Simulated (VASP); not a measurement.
Rb: single point with PBE

Crystal: Rb.

```
CELL_PARAMETERS angstrom
0.00000 3.63988 3.63988
3.63988 0.00000 3.63988
3.63988 3.63988 0.00000
ATOMIC_POSITIONS crystal
Rb 0.00136 0.00038 0.99825
```

This isn't the form of Rb at room conditions, which is bcc.

```json
{
 "Program": "VASP 6.6.1",
 "Task": "single point",
 "Functional": "PBE",
 "Potentials or basis": "VASP PAW PBE potentials, release 64 (Rb_sv)",
 "Cutoff": "500 eV",
 "k mesh": "4 × 4 × 4",
 "Occupations": "gaussian, width 0.1 eV",
 "Spin": "no spin polarisation",
 "Dipole correction": "no",
 "Further INCAR settings": "ALGO = Normal; EDIFF = 1e-06; NBANDS = 10"
}
```

The pressure is -0.1 GPa. The band gap on the k mesh is zero (an odd number of electrons rules out a gap without spin polarisation).

Levels at points of the mesh, in eV from the Fermi level:
| k point | band 1 | band 2 | band 3 | band 4 | band 5 | band 6 | band 7 | band 8 | band 9 | band 10 |
| --- | --- | --- | --- | --- | --- | --- | --- | --- | --- | --- |
| (0.00, 0.00, 0.00) | -29.06 | -13.11 | -13.11 | -13.11 | -2.04 | 3.40 | 3.40 | 3.40 | 4.68 | 4.68 |
| (0.50, 0.00, 0.00) | -29.06 | -13.19 | -13.12 | -13.12 | 0.00 | 0.49 | 3.20 | 3.20 | 5.20 | 5.42 |
| (0.50, 0.50, 0.00) | -29.06 | -13.19 | -13.14 | -13.14 | 0.52 | 1.19 | 1.69 | 4.16 | 4.16 | 4.49 |

Run time: 3.9 s on 1 thread of Intel(R) Xeon(R) Platinum 8481C CPU @ 2.70GHz (Sapphire Rapids), with other jobs on the host, peak memory 0.22 GiB.

Caveat: the k points lie up to 0.37 Å⁻¹ apart, too coarse for converged energies and pressures of a metal.
